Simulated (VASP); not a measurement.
# NaMgBr3 in VASP: notebook

NaMgBr3 is run at these levels: PBE, r2SCAN; tasks: single point.

All numbers are computed with VASP 6.6.1; they aren't measurements. Logs are shortened: lines on timing, memory, paths and dates and some standing lists are left out, and cuts for length are marked.

### Step 1. The cell of the first run

Symmetry: Pm-3m, No. 221, cubic system. Conventional cell: a = 5.427 Å, b = 5.427 Å, c = 5.427 Å, α = 90.00°, β = 90.00°, γ = 90.00°. Na (site symmetry m-3m) has 12 Br at 3.84 Å and 8 Mg at 4.70 Å within 5.0 Å. Within 3.6 Å of Mg (site symmetry m-3m) lie 6 Br at 2.71 Å. Within 3.6 Å of Br (site symmetry 4/mmm) lie 2 Mg at 2.71 Å.

### Step 2. Single point, PBE (strain +3.0%)

INCAR reads:

```
SYSTEM = NaMgBr3
PREC = Accurate ; ENCUT = 520
EDIFF = 1E-6 ; ISMEAR = -1
SIGMA = 0.02 ; LREAL = .False.
LASPH = .True. ; NELM = 100
ALGO = Normal ; ISIF = 2
LWAVE = .False. ; LCHARG = .True.
GGA = PE ; LELF = .True.
LVHAR = .True. ; NBANDS = 23
```

KPOINTS reads:

```
regular mesh
0
Gamma
  6 6 6
  0 0 0
```

POSCAR reads:

```
NaMgBr3
1.0
    5.4268671630      0.0000000000      0.0000000000
    0.0000000000      5.4268671630      0.0000000000
    0.0000000000      0.0000000000      5.4268671630
Na Mg Br
1 1 3
Direct
    0.0000000000      0.0000000000      0.0000000000
    0.5000000000      0.5000000000      0.5000000000
    0.5000000000      0.5000000000      0.0000000000
    0.5000000000      0.0000000000      0.5000000000
    0.0000000000      0.5000000000      0.5000000000
```

Potentials or basis: VASP PAW PBE potentials, release 64 (Na_pv, Mg, Br).

On the command line:

```console
> cat potpaw_PBE.64/Na_pv/POTCAR potpaw_PBE.64/Mg/POTCAR potpaw_PBE.64/Br/POTCAR > POTCAR
> mpirun -np 1 vasp_std > vasp.out
```

OUTCAR:

```text
SYSTEM = NaMgBr3
   PREC = Accurate
   ENCUT = 520
   EDIFF = 1E-6
   ISMEAR = -1
   LREAL = .False.
   LASPH = .True.
   NELM = 100
   ISIF = 2
   GGA = PE

 ion  position               nearest neighbor table
   1  0.000  0.000  0.000-
   2  0.500  0.500  0.500-   3 2.71   4 2.71   5 2.71   3 2.71   4 2.71   5 2.71
   3  0.500  0.500  0.000-   2 2.71   2 2.71
   4  0.500  0.000  0.500-   2 2.71   2 2.71
   5  0.000  0.500  0.500-   2 2.71   2 2.71

  LATTYP: Found a simple cubic cell.
 ALAT       =     5.4268671630

  Lattice vectors:

 A1 = (   5.4268671630,   0.0000000000,   0.0000000000)
 A2 = (   0.0000000000,   5.4268671630,   0.0000000000)
 A3 = (   0.0000000000,   0.0000000000,   5.4268671630)

Analysis of symmetry for initial positions (statically):
=====================================================================
 Subroutine PRICEL returns:
 Original cell was already a primitive cell.

 Routine SETGRP: Setting up the symmetry group for a
 simple cubic supercell.

 Subroutine GETGRP returns: Found 48 space group operations
 (whereof 48 operations were pure point group operations)
 out of a pool of 48 trial point group operations.

The static configuration has the point symmetry O_h .

Analysis of symmetry for dynamics (positions and initial velocities):
=====================================================================
 Subroutine PRICEL returns:
 Original cell was already a primitive cell.

 Routine SETGRP: Setting up the symmetry group for a
 simple cubic supercell.

 Subroutine GETGRP returns: Found 48 space group operations
 (whereof 48 operations were pure point group operations)
 out of a pool of 48 trial point group operations.

The dynamic configuration has the point symmetry O_h .

 Subroutine INISYM returns: Found 48 space group operations
 (whereof 48 operations are pure point group operations),
 and found     1 'primitive' translations

----------------------------------------------------------------------------------------

                                     Primitive cell

  volume of cell :     159.8261

  direct lattice vectors                    reciprocal lattice vectors
     5.426867163  0.000000000  0.000000000     0.184268376  0.000000000  0.000000000
     0.000000000  5.426867163  0.000000000     0.000000000  0.184268376  0.000000000
     0.000000000  0.000000000  5.426867163     0.000000000  0.000000000  0.184268376

  length of vectors
     5.426867163  5.426867163  5.426867163     0.184268376  0.184268376  0.184268376

  position of ions in fractional coordinates (direct lattice)
     0.000000000  0.000000000  0.000000000
     0.500000000  0.500000000  0.500000000
     0.500000000  0.500000000  0.000000000
     0.500000000  0.000000000  0.500000000
     0.000000000  0.500000000  0.500000000

  ion indices of the primitive-cell ions
   primitive index   ion index
                 1           1
                 2           2
                 3           3
                 4           4
                 5           5

----------------------------------------------------------------------------------------

 KPOINTS: regular mesh

Automatic generation of k-mesh.
 Grid dimensions read from file:
 generate k-points for:    6    6    6

 Generating k-lattice:

  Cartesian coordinates                     Fractional coordinates (reciprocal lattice)
     0.030711396  0.000000000  0.000000000     0.166666667  0.000000000  0.000000000
     0.000000000  0.030711396  0.000000000     0.000000000  0.166666667  0.000000000
     0.000000000  0.000000000  0.030711396     0.000000000  0.000000000  0.166666667

  Length of vectors
     0.030711396  0.030711396  0.030711396

  Shift w.r.t. Gamma in fractional coordinates (k-lattice)
     0.000000000  0.000000000  0.000000000

 Subroutine IBZKPT returns following result:
 ===========================================

 Found     20 irreducible k-points:

 Following reciprocal coordinates:
            Coordinates               Weight
  0.000000  0.000000  0.000000      1.000000
  0.166667  0.000000  0.000000      6.000000
  0.333333  0.000000  0.000000      6.000000
  0.500000  0.000000  0.000000      3.000000
  0.166667  0.166667  0.000000     12.000000
  0.333333  0.166667  0.000000     24.000000
[... 12 lines left out ...]
  0.500000  0.500000  0.333333      6.000000
  0.500000  0.500000  0.500000      1.000000
   k-points           NKPTS =     20   k-points in BZ     NKDIM =     20   number of bands    NBANDS=     23
   number of dos      NEDOS =    301   number of ions     NIONS =      5
   total plane-waves  NPLWV =  64000
   dimension x,y,z NGX =    40 NGY =   40 NGZ =   40
   dimension x,y,z NGXF=    80 NGYF=   80 NGZF=   80
   ions per type =               1   1   3
   NGX,Y,Z   is equivalent  to a cutoff of  12.25, 12.25, 12.25 a.u.
   NGXF,Y,Z  is equivalent  to a cutoff of  24.51, 24.51, 24.51 a.u.
 SYSTEM =  NaMgBr3
   PREC   = accura    normal or accurate (medium, high low for compatibility)
   ISTART =      0    job   : 0-new  1-cont  2-samecut
   ICHARG =      2    charge: 1-file 2-atom 10-const
   ISPIN  =      1    spin polarized calculation?
   LNONCOLLINEAR =      F non collinear calculations
   LSORBIT =      F    spin-orbit coupling
   LASPH  =      T    aspherical Exc in radial PAW
   ENCUT  =  520.0 eV  38.22 Ry    6.18 a.u.  10.09 10.09 10.09*2*pi/ulx,y,z
   NELM   =    100;   NELMIN=  2; NELMDL= -5     # of ELM steps
   EDIFF  = 0.1E-05   stopping-criterion for ELM
   LREAL  =      F    real-space projection
   EDIFFG = 0.1E-04   stopping-criterion for IOM
   NSW    =      0    number of steps for IOM
   IBRION =     -1    ionic relax: 0-MD 1-quasi-New 2-CG
   NFREE  =      0    steps in history (QN), initial steepest desc. (CG)
   ISIF   =      2    stress and relaxation
   ISYM   =      2    0-nonsym 1-usesym 2-fastsym
   POTIM  = 0.5000    time-step for ionic-motion
   TEBEG  =    0.0;   TEEND  =   0.0 temperature during run
   PSTRESS=    0.0 pullay stress
   NELECT =      30.0000    total number of electrons
   NUPDOWN=      -1.0000    fix difference up-down
   EMIN   =  10.00;   EMAX   =-10.00  energy-range for DOS
   EFERMI =   0.00;   METHOD = LEGACY
   ISMEAR =    -1;   SIGMA  =   0.02  broadening in eV -4-tet -1-fermi 0-gaus
   EFERMI_NEDOS =   21; number of points for ismear=-14 and -15
   IALGO  =     38    algorithm
   IMIX   =      4    mixing-type and parameters
     AMIX     =   0.40;   BMIX     =  1.00
     AMIX_MAG =   1.60;   BMIX_MAG =  1.00
  volume/ion in A,a.u.               =      31.97       215.71
  Fermi-wavevector in a.u.,A,eV,Ry     =   0.937345  1.771325 11.954287  0.878615
  Thomas-Fermi vector in A             =   2.064446
   LORBIT       =      0    0 simple, 1 ext, 2 COOP (PROOUT), +10 PAW based schemes
   GGA     = PE    functional components
   LHFCALC =     F    Hartree Fock is set to
   AEXX    =    0.0000 exact exchange contribution
   IVDW    =     0    specifies the selected vdW correction
   LEPSILON=     F    determine dielectric tensor
   LRPA    =     F    only Hartree local field effects (RPA)
 non-spin polarized calculation
  energy-cutoff  :      520.00
  volume of cell :      159.83
 maximum number of plane-waves:      4337
   NGX = 21   NGY = 21   NGZ = 21

 number of electron      29.9999986 magnetization

 Free energy of the ion-electron system (eV)
  ---------------------------------------------------
  ext. energy  EPLUGINS =         0.00000000
  ---------------------------------------------------
  free energy    TOTEN  =       -14.56121950 eV

  energy without entropy =      -14.56121950  energy(sigma->0) =      -14.56121950

 E-fermi :  -0.0119     XC(G=0):  -7.4352

 val. band max:       -0.5404651329   @ k =   0.5000   0.5000   0.5000
 cond. band min:       1.9458046312   @ k =   0.0000   0.0000   0.0000
 fundamental gap:      2.4862697641
 Fermi energy:        -0.0118704542

 k-point     1 :       0.0000    0.0000    0.0000
  band No.  band energies     occupation
      1     -24.1340      2.00000
      2     -24.1340      2.00000
      3     -24.1340      2.00000
      4     -14.1186      2.00000
      5     -13.4830      2.00000
      6     -13.4830      2.00000
[... 15 lines left out ...]
     22       6.5939      0.00000
     23       8.6951      0.00000

 k-point     2 :       0.1667    0.0000    0.0000
  band No.  band energies     occupation
      1     -24.1341      2.00000
      2     -24.1340      2.00000
      3     -24.1340      2.00000
      4     -14.0828      2.00000
      5     -13.5207      2.00000
      6     -13.4819      2.00000
[... 15 lines left out ...]
     22       6.8817      0.00000
     23       8.5986      0.00000

 k-point     3 :       0.3333    0.0000    0.0000
  band No.  band energies     occupation
      1     -24.1342      2.00000
      2     -24.1340      2.00000
      3     -24.1340      2.00000
      4     -13.9907      2.00000
      5     -13.6166      2.00000
      6     -13.4796      2.00000
[... 15 lines left out ...]
     22       7.7114      0.00000
     23       8.0757      0.00000

 k-point     4 :       0.5000    0.0000    0.0000
  band No.  band energies     occupation
      1     -24.1342      2.00000
      2     -24.1340      2.00000
      3     -24.1340      2.00000
      4     -13.9184      2.00000
      5     -13.6909      2.00000
      6     -13.4785      2.00000
[... 15 lines left out ...]
     22       7.1719      0.00000
     23       8.3430      0.00000

 k-point     5 :       0.1667    0.1667    0.0000
  band No.  band energies     occupation
      1     -24.1341      2.00000
      2     -24.1341      2.00000
      3     -24.1340      2.00000
      4     -14.0484      2.00000
      5     -13.5350      2.00000
      6     -13.5014      2.00000
[... 15 lines left out ...]
     22       7.0794      0.00000
     23       8.3173      0.00000

 k-point     6 :       0.3333    0.1667    0.0000
  band No.  band energies     occupation
      1     -24.1342      2.00000
      2     -24.1341      2.00000
      3     -24.1340      2.00000
      4     -13.9594      2.00000
      5     -13.6175      2.00000
      6     -13.5069      2.00000
[... 15 lines left out ...]
     22       7.5216      0.00000
     23       7.9330      0.00000

 k-point     7 :       0.5000    0.1667    0.0000
  band No.  band energies     occupation
      1     -24.1342      2.00000
      2     -24.1341      2.00000
      3     -24.1340      2.00000
      4     -13.8880      2.00000
      5     -13.6889      2.00000
      6     -13.5065      2.00000
[... 249 lines left out ...]
     22       6.9200      0.00000
     23       7.9168      0.00000

 k-point    17 :       0.3333    0.3333    0.3333
  band No.  band energies     occupation
      1     -24.1341      2.00000
      2     -24.1341      2.00000
      3     -24.1341      2.00000
      4     -13.7950      2.00000
      5     -13.6301      2.00000
      6     -13.6301      2.00000
[... 15 lines left out ...]
     22       7.4715      0.00000
     23       8.3060      0.00000

 k-point    18 :       0.5000    0.3333    0.3333
  band No.  band energies     occupation
      1     -24.1342      2.00000
      2     -24.1341      2.00000
      3     -24.1341      2.00000
      4     -13.7396      2.00000
      5     -13.6796      2.00000
      6     -13.6285      2.00000
[... 15 lines left out ...]
     22       7.8143      0.00000
     23       8.3012      0.00000

 k-point    19 :       0.5000    0.5000    0.3333
  band No.  band energies     occupation
      1     -24.1342      2.00000
      2     -24.1342      2.00000
      3     -24.1341      2.00000
      4     -13.6831      2.00000
      5     -13.6778      2.00000
      6     -13.6778      2.00000
[... 15 lines left out ...]
     22       7.6927      0.00000
     23       7.9577      0.00000

 k-point    20 :       0.5000    0.5000    0.5000
  band No.  band energies     occupation
      1     -24.1342      2.00000
      2     -24.1342      2.00000
      3     -24.1342      2.00000
      4     -13.6760      2.00000
      5     -13.6760      2.00000
      6     -13.6760      2.00000
[... 15 lines left out ...]
     22       7.9947      0.00000
     23       8.3542      0.00000

------------------------ aborting loop because EDIFF is reached ----------------------------------------

  FORCE on cell =-STRESS in cart. coord.  units (eV):
  Direction    XX          YY          ZZ          XY          YZ          ZX
  --------------------------------------------------------------------------------------
  -------------------------------------------------------------------------------------
  Total       -1.4693105     -1.4693105     -1.4693105     -0.0000000     -0.0000000      0.0000000
  in kB      -14.7291127    -14.7291127    -14.7291127     -0.0000000     -0.0000000      0.0000000
  external PRESSURE =     -14.7291127 kB  Pullay stress =       0.0000000 kB

 VOLUME and BASIS-vectors are now :
 -----------------------------------------------------------------------------
  energy-cutoff  :      520.00
  volume of cell :      159.83
      direct lattice vectors                 reciprocal lattice vectors
     5.426867163  0.000000000  0.000000000     0.184268376  0.000000000  0.000000000
     0.000000000  5.426867163  0.000000000     0.000000000  0.184268376  0.000000000
     0.000000000  0.000000000  5.426867163     0.000000000  0.000000000  0.184268376

 POSITION                                       TOTAL-FORCE (eV/Angst)
 -----------------------------------------------------------------------------------
      0.00000      0.00000      0.00000         0.000000      0.000000      0.000000
      2.71343      2.71343      2.71343         0.000000      0.000000      0.000000
      2.71343      2.71343      0.00000         0.000000      0.000000      0.000000
      2.71343      0.00000      2.71343         0.000000      0.000000      0.000000
      0.00000      2.71343      2.71343         0.000000      0.000000      0.000000
 -----------------------------------------------------------------------------------
    total drift:                                0.000000     -0.000000     -0.000000

  FREE ENERGIE OF THE ION-ELECTRON SYSTEM (eV)
  ---------------------------------------------------
  free  energy   TOTEN  =       -14.5612195042 eV

  energy  without entropy=      -14.5612195042  energy(sigma->0) =      -14.56121950
```

Run time: 36 s. Hardware: 1 thread of Oxide Virtual Turin-like, shared host; peak memory 0.24 GiB.

Results:

```
Free energy            : -14.5612 eV
Pressure               : -1.5 GPa
Band gap on the k mesh : 2.49 eV (least direct gap 2.97 eV)
```

Levels at points of the mesh, in eV from the valence-band top:
```tsv
k point	band 11	band 12	band 13	band 14	band 15	band 16	band 17	band 18	band 19	band 20
(0.00, 0.00, 0.00)	-0.71	-0.71	-0.49	-0.49	-0.49	2.49	3.25	7.10	7.10	7.13
(0.50, 0.00, 0.00)	-1.12	-1.12	-0.89	-0.56	-0.56	4.64	4.90	5.57	7.60	7.67
(0.50, 0.50, 0.00)	-1.24	-1.09	-1.09	-1.05	-0.01	5.12	6.49	6.56	6.56	6.91
(0.50, 0.50, 0.50)	-1.04	-1.04	0.00	0.00	0.00	3.93	5.73	5.73	5.73	8.54
```

Caveat: the cell differs from its parent crystal (strain +3.0%).

### Step 3. Single point, r2SCAN

This run uses another cell than the first one, of 29.25 Å³/atom.

Changes to POSCAR since step 2:

```diff
@@ -2,5 +2,5 @@
 1.0
-    5.4268671630      0.0000000000      0.0000000000
-    0.0000000000      5.4268671630      0.0000000000
-    0.0000000000      0.0000000000      5.4268671630
+    5.2688030709      0.0000000000      0.0000000000
+    0.0000000000      5.2688030709      0.0000000000
+    0.0000000000      0.0000000000      5.2688030709
 Na Mg Br
```

INCAR.step1 reads:

```
PREC = Accurate
ENCUT = 520
ISMEAR = 0
SIGMA = 0.01
LREAL = F
LASPH = T
NELM = 100
NBANDS = 23
GGA = PE
ALGO = Normal
EDIFF = 1E-4
LWAVE = T
LCHARG = F
```

INCAR.step2 reads:

```
PREC = Accurate
ENCUT = 520
EDIFF = 1E-6
ISMEAR = 0
SIGMA = 0.01
LREAL = F
LASPH = T
NELM = 100
ALGO = Normal
ISIF = 2
LWAVE = F
LCHARG = F
METAGGA = R2SCAN
LMIXTAU = T
NBANDS = 23
ISTART = 1
```

KPOINTS reads:

```
regular mesh
0
Gamma
  6 6 6
```

Potentials or basis: VASP PAW PBE potentials, release 64 (Na_pv, Mg, Br).

On the command line:

```console
> cat potpaw_PBE.64/Na_pv/POTCAR potpaw_PBE.64/Mg/POTCAR potpaw_PBE.64/Br/POTCAR > POTCAR
> cp INCAR.step1 INCAR
> mpirun -np 1 vasp_std > vasp.out
> cp INCAR.step2 INCAR
> mpirun -np 1 vasp_std > vasp.out
```

OUTCAR:

```text
PREC = Accurate
   ENCUT = 520
   EDIFF = 1E-6
   ISMEAR = 0
   LREAL = F
   LASPH = T
   NELM = 100
   ISIF = 2
   METAGGA = R2SCAN
   ISTART = 1

 ion  position               nearest neighbor table
   1  0.000  0.000  0.000-
   2  0.500  0.500  0.500-   3 2.63   4 2.63   5 2.63   3 2.63   4 2.63   5 2.63
   3  0.500  0.500  0.000-   2 2.63   2 2.63
   4  0.500  0.000  0.500-   2 2.63   2 2.63
   5  0.000  0.500  0.500-   2 2.63   2 2.63
[... 716 lines left out ...]
  Direction    XX          YY          ZZ          XY          YZ          ZX
  --------------------------------------------------------------------------------------
  -------------------------------------------------------------------------------------
  Total       -0.1342354     -0.1342354     -0.1342354     -0.0000000     -0.0000000      0.0000000
  in kB       -1.4704207     -1.4704207     -1.4704207     -0.0000000     -0.0000000      0.0000000
  external PRESSURE =      -1.4704207 kB  Pullay stress =       0.0000000 kB

 VOLUME and BASIS-vectors are now :
 -----------------------------------------------------------------------------
  energy-cutoff  :      520.00
  volume of cell :      146.26
      direct lattice vectors                 reciprocal lattice vectors
     5.268803071  0.000000000  0.000000000     0.189796427  0.000000000  0.000000000
     0.000000000  5.268803071  0.000000000     0.000000000  0.189796427  0.000000000
     0.000000000  0.000000000  5.268803071     0.000000000  0.000000000  0.189796427

 POSITION                                       TOTAL-FORCE (eV/Angst)
 -----------------------------------------------------------------------------------
      0.00000      0.00000      0.00000         0.000000      0.000000      0.000000
      2.63440      2.63440      2.63440         0.000000      0.000000      0.000000
      2.63440      2.63440      0.00000         0.000000      0.000000      0.000000
      2.63440      0.00000      2.63440         0.000000      0.000000      0.000000
      0.00000      2.63440      2.63440         0.000000      0.000000      0.000000
 -----------------------------------------------------------------------------------
    total drift:                                0.000000     -0.000000     -0.000000

  FREE ENERGIE OF THE ION-ELECTRON SYSTEM (eV)
  ---------------------------------------------------
  free  energy   TOTEN  =       -55.3966597663 eV

  energy  without entropy=      -55.3966597663  energy(sigma->0) =      -55.39665977
```

It took 2.3 min on 1 thread of Oxide Virtual Turin-like, shared host; peak memory 0.25 GiB.

What came out:

- Free energy: -55.3967 eV
- Pressure: -0.1 GPa
- Band gap on the k mesh: 3.63 eV (least direct gap 4.19 eV)

Caveat: the PAW data sets were made with another functional, which shifts forces and pressure a little. A k mesh can miss the band edges.

(Continued in part 2 of 2.)
